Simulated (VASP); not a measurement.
# Ti (Im-3m) in VASP: notebook, part 2 of 2

VASP 6.6.1. The steps go on from the part before.

## Step 6: Single point, PBEsol

This run uses another cell than the first one, of 10.80 Å³/atom, 0.634 times its volume.

INCAR reads:

```
SYSTEM = Ti
ALGO = Normal
EDIFF = 1E-6
ENCUT = 520
GGA = PS
ISIF = 2
ISMEAR = 0
LASPH = .TRUE.
LCHARG = .FALSE.
LREAL = .FALSE.
LWAVE = .FALSE.
NBANDS = 12
NELM = 60
PREC = Accurate
SIGMA = 0.1
```

KPOINTS reads:

```
k-points
0
G
  20 20 20
  0 0 0
```

POSCAR reads:

```
Ti
1.0
   -1.3923349909      1.3923349909      1.3923349909
    1.3923349909     -1.3923349909      1.3923349909
    1.3923349909      1.3923349909     -1.3923349909
Ti
1
Direct
    0.0000000000      0.0000000000      0.0000000000
```

Potentials or basis: VASP PAW PBE potentials, release 64 (Ti_sv).

Started as:

```
> cat potpaw_PBE.64/Ti_sv/POTCAR > POTCAR
> mpirun -np 1 vasp_std > vasp.out
```

OUTCAR:

```text
SYSTEM = Ti
   EDIFF = 1E-6
   ENCUT = 520
   GGA = PS
   ISIF = 2
   ISMEAR = 0
   LASPH = .TRUE.
   LREAL = .FALSE.
   NELM = 60
   PREC = Accurate

 ion  position               nearest neighbor table
   1  0.000  0.000  0.000-

  LATTYP: Found a body centered cubic cell.
 ALAT       =     2.7846699818

  Lattice vectors:

 A1 = (  -1.3923349909,   1.3923349909,   1.3923349909)
 A2 = (   1.3923349909,  -1.3923349909,   1.3923349909)
 A3 = (   1.3923349909,   1.3923349909,  -1.3923349909)

Analysis of symmetry for initial positions (statically):
=====================================================================
 Subroutine PRICEL returns:
 Original cell was already a primitive cell.

 Routine SETGRP: Setting up the symmetry group for a
 body centered cubic supercell.

 Subroutine GETGRP returns: Found 48 space group operations
 (whereof 48 operations were pure point group operations)
 out of a pool of 48 trial point group operations.

The static configuration has the point symmetry O_h .

Analysis of symmetry for dynamics (positions and initial velocities):
=====================================================================
 Subroutine PRICEL returns:
 Original cell was already a primitive cell.

 Routine SETGRP: Setting up the symmetry group for a
 body centered cubic supercell.

 Subroutine GETGRP returns: Found 48 space group operations
 (whereof 48 operations were pure point group operations)
 out of a pool of 48 trial point group operations.

The dynamic configuration has the point symmetry O_h .

 Subroutine INISYM returns: Found 48 space group operations
 (whereof 48 operations are pure point group operations),
 and found     1 'primitive' translations

----------------------------------------------------------------------------------------

                                     Primitive cell

  volume of cell :      10.7967

  direct lattice vectors                    reciprocal lattice vectors
    -1.392334991  1.392334991  1.392334991     0.000000000  0.359108981  0.359108981
     1.392334991 -1.392334991  1.392334991     0.359108981  0.000000000  0.359108981
     1.392334991  1.392334991 -1.392334991     0.359108981  0.359108981  0.000000000

  length of vectors
     2.411594945  2.411594945  2.411594945     0.507856792  0.507856792  0.507856792

  position of ions in fractional coordinates (direct lattice)
     0.000000000  0.000000000  0.000000000

  ion indices of the primitive-cell ions
   primitive index   ion index
                 1           1

----------------------------------------------------------------------------------------

 KPOINTS: k-points

Automatic generation of k-mesh.
 Grid dimensions read from file:
 generate k-points for:   20   20   20

 Generating k-lattice:

  Cartesian coordinates                     Fractional coordinates (reciprocal lattice)
     0.000000000  0.017955449  0.017955449     0.050000000  0.000000000  0.000000000
     0.017955449  0.000000000  0.017955449     0.000000000  0.050000000  0.000000000
     0.017955449  0.017955449  0.000000000     0.000000000  0.000000000  0.050000000

  Length of vectors
     0.025392840  0.025392840  0.025392840

  Shift w.r.t. Gamma in fractional coordinates (k-lattice)
     0.000000000  0.000000000  0.000000000

 Subroutine IBZKPT returns following result:
 ===========================================

 Found    256 irreducible k-points:

 Following reciprocal coordinates:
            Coordinates               Weight
  0.000000  0.000000  0.000000      1.000000
  0.050000  0.000000  0.000000     12.000000
  0.100000  0.000000  0.000000     12.000000
  0.150000  0.000000  0.000000     12.000000
  0.200000  0.000000  0.000000     12.000000
  0.250000  0.000000  0.000000     12.000000
[... 16 lines left out ...]
  0.200000  0.100000  0.000000     48.000000
  0.250000  0.100000  0.000000     48.000000
 [... further k-points ...]
   k-points           NKPTS =    256   k-points in BZ     NKDIM =    256   number of bands    NBANDS=     12
   number of dos      NEDOS =    301   number of ions     NIONS =      1
   total plane-waves  NPLWV =   5832
   dimension x,y,z NGX =    18 NGY =   18 NGZ =   18
   dimension x,y,z NGXF=    36 NGYF=   36 NGZF=   36
   ions per type =               1
   NGX,Y,Z   is equivalent  to a cutoff of  12.41, 12.41, 12.41 a.u.
   NGXF,Y,Z  is equivalent  to a cutoff of  24.82, 24.82, 24.82 a.u.
 SYSTEM =  Ti
   PREC   = accura    normal or accurate (medium, high low for compatibility)
   ISTART =      0    job   : 0-new  1-cont  2-samecut
   ICHARG =      2    charge: 1-file 2-atom 10-const
   ISPIN  =      1    spin polarized calculation?
   LNONCOLLINEAR =      F non collinear calculations
   LSORBIT =      F    spin-orbit coupling
   LASPH  =      T    aspherical Exc in radial PAW
   ENCUT  =  520.0 eV  38.22 Ry    6.18 a.u.   4.48  4.48  4.48*2*pi/ulx,y,z
   NELM   =     60;   NELMIN=  2; NELMDL= -5     # of ELM steps
   EDIFF  = 0.1E-05   stopping-criterion for ELM
   LREAL  =      F    real-space projection
   EDIFFG = 0.1E-04   stopping-criterion for IOM
   NSW    =      0    number of steps for IOM
   IBRION =     -1    ionic relax: 0-MD 1-quasi-New 2-CG
   NFREE  =      0    steps in history (QN), initial steepest desc. (CG)
   ISIF   =      2    stress and relaxation
   ISYM   =      2    0-nonsym 1-usesym 2-fastsym
   POTIM  = 0.5000    time-step for ionic-motion
   TEBEG  =    0.0;   TEEND  =   0.0 temperature during run
   PSTRESS=    0.0 pullay stress
   NELECT =      12.0000    total number of electrons
   NUPDOWN=      -1.0000    fix difference up-down
   EMIN   =  10.00;   EMAX   =-10.00  energy-range for DOS
   EFERMI =   0.00;   METHOD = LEGACY
   ISMEAR =     0;   SIGMA  =   0.10  broadening in eV -4-tet -1-fermi 0-gaus
   EFERMI_NEDOS =   21; number of points for ismear=-14 and -15
   IALGO  =     38    algorithm
   IMIX   =      4    mixing-type and parameters
     AMIX     =   0.40;   BMIX     =  1.00
     AMIX_MAG =   1.60;   BMIX_MAG =  1.00
  volume/ion in A,a.u.               =      10.80        72.86
  Fermi-wavevector in a.u.,A,eV,Ry     =   1.695788  3.204574 39.126224  2.875696
  Thomas-Fermi vector in A             =   2.776768
   LORBIT       =      0    0 simple, 1 ext, 2 COOP (PROOUT), +10 PAW based schemes
   GGA     = PS    functional components
   LHFCALC =     F    Hartree Fock is set to
   AEXX    =    0.0000 exact exchange contribution
   IVDW    =     0    specifies the selected vdW correction
   LEPSILON=     F    determine dielectric tensor
   LRPA    =     F    only Hartree local field effects (RPA)
 non-spin polarized calculation
 Gauss-broadening in eV      SIGMA  =   0.10
  energy-cutoff  :      520.00
  volume of cell :       10.80
 maximum number of plane-waves:       321
 NGX is ok and might be reduce to    18
   NGX =  9   NGY =  9   NGZ =  9

 number of electron      12.0000000 magnetization

 Free energy of the ion-electron system (eV)
  ---------------------------------------------------
  ext. energy  EPLUGINS =         0.00000000
  ---------------------------------------------------
  free energy    TOTEN  =        -7.03927964 eV

  energy without entropy =       -7.03556905  energy(sigma->0) =       -7.03742435

 E-fermi :  13.9332     XC(G=0): -14.1035

 val. band max:       13.9272997926   @ k =   0.3000   0.2500   0.1500
 cond. band min:      13.9432588510   @ k =   0.3000   0.3000   0.0500
 fundamental gap:      0.0159590584
 Fermi energy:        13.9331529226

 k-point     1 :       0.0000    0.0000    0.0000
  band No.  band energies     occupation
      1     -41.9921      2.00000
      2     -16.6445      2.00000
      3     -16.6445      2.00000
      4     -16.6445      2.00000
      5       7.5680      2.00000
      6      15.1200      0.00000
      7      15.1200      0.00000
      8      15.1200      0.00000
      9      18.1948      0.00000
     10      18.1948      0.00000
     11      34.8544      0.00000
     12      34.8544      0.00000
[... 331 lines left out ...]
 k-point    24 :       0.2500    0.1000    0.0000
  band No.  band energies     occupation
      1     -41.4551      2.00000
      2     -18.5375      2.00000
      3     -17.2226      2.00000
      4     -16.7693      2.00000
      5      10.7217      2.00000
      6      13.3402      2.00000
      7      14.3922      0.00000
      8      17.6201      0.00000
      9      18.8179      0.00000
     10      19.3274      0.00000
     11      32.9607      0.00000
     12      33.2864      0.00000

 [... further k-points ...]
[... 5 lines left out ...]
  --------------------------------------------------------------------------------------
  -------------------------------------------------------------------------------------
  Total        6.0046082      6.0046082      6.0046082      0.0000000      0.0000000     -0.0000000
  in kB      891.0540653    891.0540653    891.0540653      0.0000000      0.0000000     -0.0000000
  external PRESSURE =     891.0540653 kB  Pullay stress =       0.0000000 kB

 VOLUME and BASIS-vectors are now :
 -----------------------------------------------------------------------------
  energy-cutoff  :      520.00
  volume of cell :       10.80
      direct lattice vectors                 reciprocal lattice vectors
    -1.392334991  1.392334991  1.392334991     0.000000000  0.359108981  0.359108981
     1.392334991 -1.392334991  1.392334991     0.359108981  0.000000000  0.359108981
     1.392334991  1.392334991 -1.392334991     0.359108981  0.359108981  0.000000000

 POSITION                                       TOTAL-FORCE (eV/Angst)
 -----------------------------------------------------------------------------------
      0.00000      0.00000      0.00000        -0.000000      0.000000     -0.000000
 -----------------------------------------------------------------------------------
    total drift:                                0.000000      0.000000      0.000000

  FREE ENERGIE OF THE ION-ELECTRON SYSTEM (eV)
  ---------------------------------------------------
  free  energy   TOTEN  =        -7.0392796438 eV

  energy  without entropy=       -7.0355690511  energy(sigma->0) =       -7.03742435
```

stdout:

```text
POSCAR found type information on POSCAR Ti
 POSCAR found :  1 types and       1 ions
 scaLAPACK will be used
 -----------------------------------------------------------------------------
|                                                                             |
|                                                                             |
|     You enforced a specific xc type in the INCAR file but a different       |
|     I HOPE YOU KNOW WHAT YOU ARE DOING!                                     |
|                                                                             |
 -----------------------------------------------------------------------------

 LDA part: xc-table for (Slater+PW92), standard interpolation
 POSCAR, INCAR and KPOINTS ok, starting setup
 FFT: planning ... GRIDC
 FFT: planning ... GRID_SOFT
 FFT: planning ... GRID
 WAVECAR not read
 entering main loop
```

It took 24 s on 1 thread of Intel Xeon Platinum 8259CL at 2.50GHz (Skylake/Cascade Lake), shared host; peak memory 0.14 GiB.

Results:

* Free energy: -7.0393 eV
* Pressure: 89.1 GPa
* Band gap on the k mesh: zero (band 6 reaches 15.12 eV, above the bottom of band 7 at 12.89 eV)

Caveat: the PAW data sets were made with another functional, which shifts forces and pressure a little.

## Step 7: The runs side by side

| cell | k mesh | gap on the mesh (eV) | pressure (GPa) |
| --- | --- | --- | --- |
| a = 2.808 Å, angles 109.5°, 1 atom | 18 × 18 × 18 | none | -3.4 |
| a = 2.835 Å, angles 109.5°, 1 atom | 18 × 18 × 18 | none | -6.2 |
| a = 2.842 Å, angles 109.5°, 1 atom | 18 × 18 × 18 | none | -6.9 |
| a = 2.870 Å, angles 109.5°, 1 atom | 18 × 18 × 18 | none | -9.4 |
| a = 2.412 Å, angles 109.5°, 1 atom | 20 × 20 × 20 | none | 89.1 |

Alike in all rows: task single point; level PBEsol; potentials or basis VASP PAW PBE potentials, release 64 (Ti_sv); no spin polarisation; cutoff (eV) 520; smearing gaussian 0.1 eV.

Caveats: the PAW data sets were made with another functional, which shifts forces and pressure a little.

Absolute energies hang on the potentials; compare differences alone.
